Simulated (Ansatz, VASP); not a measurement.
# One calculation of Ag, two programs

```xyz
2
Lattice="2.9300 0.0000 0.0000 -1.4650 2.5375 0.0000 0.0000 0.0000 4.7900" Properties=species:S:1:pos:R:3 pbc="T T T"
Ag    0.0000    1.6916    1.1975
Ag    1.4650    0.8458    3.5925
```

Alike in both runs: task single point; functional PBE; k mesh 18 × 18 × 10; occupations fermi-dirac, width 0.03 eV; no spin polarisation.

```csv
,VASP,Ansatz
version,VASP 6.6.1,Ansatz 0.2.0
potentials or method,"VASP PAW PBE potentials, release 64 (Ag), cutoff 520 eV","all-electron LAPW, scalar-relativistic"
```

|  | VASP | Ansatz | Ansatz less VASP |
| --- | --- | --- | --- |
| pressure (GPa) | 0.3 | 0.4 | +0.11 |

Ansatz ran all-electron here, and VASP with PAW potentials.
